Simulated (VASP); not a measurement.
Here is a VASP 6.6.1 calculation.

Contents of INCAR:

```
PREC = Accurate
ENCUT = 600
EDIFF = 1E-7
ISMEAR = -1
SIGMA = 0.02
LREAL = F
LASPH = T
NELM = 60
ALGO = Normal
ISIF = 8
LWAVE = F
LCHARG = F
GGA = CA
IBRION = 2
NSW = 60
EDIFFG = -0.02
```

File KPOINTS:

```
regular mesh
0
Gamma
  9 9 9
```

File POSCAR:

```
W
1.0
   -1.5823450000      1.5823450000      1.5823450000
    1.5823450000     -1.5823450000      1.5823450000
    1.5823450000      1.5823450000     -1.5823450000
W
1
Direct
    0.0000000000      0.0000000000      0.0000000000
```

Potentials or basis: VASP PAW LDA potentials, release 64 (W_sv).

Run with:

```console
$ cat potpaw_LDA.64/W_sv/POTCAR > POTCAR
$ mpirun -np 1 vasp_std > vasp.out
```

Problem. What does it give for the relaxed volume?

Solution. 15.50 Å³/atom.

Problem. Predict the band gap on the k mesh.

Solution. Zero (band 7 reaches 15.78 eV, above the bottom of band 8 at 10.35 eV).

Problem. Estimate the space group after relaxing (to 0.05 Å).

Solution. Im-3m (No. 229).

Problem. Estimate the relaxed cell.

Solution. a = 2.720 Å, b = 2.720 Å, c = 2.720 Å, α = 109.47°, β = 109.47°, γ = 109.47°.

The path:
```csv
step,energy change (eV),largest force (eV/Å),pressure (GPa),volume (Å³)
1,0.0000,0.0000,-7.20,15.85
2,0.1069,0.0000,31.19,14.27
3,-0.0080,0.0000,-0.44,15.52
4,-0.0080,0.0000,-0.02,15.50
```

Caveat: spin-orbit coupling is left out, which moves the levels of the heavy elements. LDA usually gives volumes a few per cent too small.
